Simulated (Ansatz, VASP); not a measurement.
ZnS3: VASP beside Ansatz

The input INCAR:

```
ALGO = Normal ; EDIFF = 1E-6
EDIFFG = -0.01 ; ENCUT = 600
GGA = PE ; IBRION = 2
ISIF = 3 ; ISMEAR = 0
LASPH = True ; LCHARG = False
LREAL = False ; LWAVE = False
NELM = 80 ; NSW = 100
PREC = Accurate ; SIGMA = 0.1
```

File KPOINTS:

```
k-points
0
Gamma
  12 12 12
```

Contents of POSCAR:

```
ZnS3
1.0
   -2.5544374744      2.5544374744      2.5544374744
    2.5544374744     -2.5544374744      2.5544374744
    2.5544374744      2.5544374744     -2.5544374744
Zn S
1 3
Direct
    0.0000000000      0.0000000000      0.0000000000
    0.0000000000      0.5000000000      0.5000000000
    0.5000000000      0.0000000000      0.5000000000
    0.5000000000      0.5000000000      0.0000000000
```

Input for Ansatz:

```yaml
crystal:
  lattice:
    - [-2.5544374744, 2.5544374744, 2.5544374744]
    - [2.5544374744, -2.5544374744, 2.5544374744]
    - [2.5544374744, 2.5544374744, -2.5544374744]
  atoms:
    - { symbol: Zn, position: [0.0, 0.0, 0.0] }
    - { symbol: S, position: [0.0, 0.5, 0.5] }
    - { symbol: S, position: [0.5, 0.0, 0.5] }
    - { symbol: S, position: [0.5, 0.5, 0.0] }
basis:
  ecutwfc: 420
kpoints:
  mp_grid: { grid: [12, 12, 12] }
hamiltonian:
  xc: pbe
scf:
  occupations: { method: gaussian, width: 0.1 }
output:
  forces: true
  stress: true
  eigenvalues: true
relax:
  adjacent_minimum: "off"
  f_tol: 0.01
  max_steps: 80
  cell: { stress_tol: 0.05 }
```

Alike in both runs: task relaxation of cell and atoms; functional PBE; k mesh 12 × 12 × 12; occupations gaussian, width 0.1 eV; no spin polarisation.

```csv
,VASP,Ansatz
version,VASP 6.6.1,Ansatz 0.2.0
potentials or method,"VASP PAW PBE potentials, release 64 (Zn, S), cutoff 600 eV","scalar-relativistic, plane waves, PAW"
valence electrons in the cell,30,30
```

VASP gave:

* gap on the k mesh at the Fermi level, each at its own relaxed structure (eV): none
* relaxed volume (Å³/atom): 16.67
* relaxed cell length with the largest relative difference (Å): 4.424

Question: Which values does Ansatz return?

Answer: gap on the k mesh at the Fermi level, each at its own relaxed structure (eV): none; relaxed volume (Å³/atom): 16.66; relaxed cell length with the largest relative difference (Å): 4.424.

A gap of «none» marks a metal or a gap that the smearing closes.

Noted on VASP's run: the relaxation stopped at its first step, so nothing moved.
